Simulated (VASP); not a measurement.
Set up this calculation in VASP 6.6.1, as the native input.

```
Task                   : single point
Functional             : RPBE
Potentials or basis    : VASP PAW PBE potentials, release 64 (Pb_d)
Cutoff                 : 520 eV
k mesh                 : 7 × 7 × 7
Occupations            : fermi-dirac, width 0.05 eV
Spin                   : no spin polarisation
Dipole correction      : no
Further INCAR settings : ALGO = Fast; EDIFF = 1e-06; NBANDS = 21
```

The structure of Pb lies in POSCAR:

```
Pb
1.0
    0.0000000000      3.4390000555      3.4390000555
    3.4390000555      0.0000000000      3.4390000555
    3.4390000555      3.4390000555      0.0000000000
Pb
2
Direct
    0.2500000000      0.2500000000      0.2500000000
    0.0000000000      0.0000000000      0.0000000000
```

One way to write it, as run:

INCAR

```
PREC = Accurate
ENCUT = 520
EDIFF = 1E-6
ISMEAR = -1
SIGMA = 0.05
LREAL = False
LASPH = True
NELM = 60
ALGO = Fast
ISIF = 2
LWAVE = False
LCHARG = False
GGA = RP
NBANDS = 21
```

KPOINTS

```
regular mesh
0
Gamma
  7 7 7
```

Potentials or basis: VASP PAW PBE potentials, release 64 (Pb_d).

Command:

```console
$ cat potpaw_PBE.64/Pb_d/POTCAR > POTCAR
$ mpirun -np 1 vasp_std > vasp.out
```

It gave:

```
Pressure               : 3.5 GPa
Band gap on the k mesh : zero (band 14 reaches 4.88 eV, above the bottom of band 15 at 3.77 eV)
```

Caveat: the PAW data sets were made with another functional, which shifts forces and pressure a little; spin-orbit coupling is left out, which moves the levels of the heavy elements.

It took 27 s on 1 thread of Intel(R) Xeon(R) Platinum 8488C (Sapphire Rapids) (shared host), peak memory 0.2 GiB.
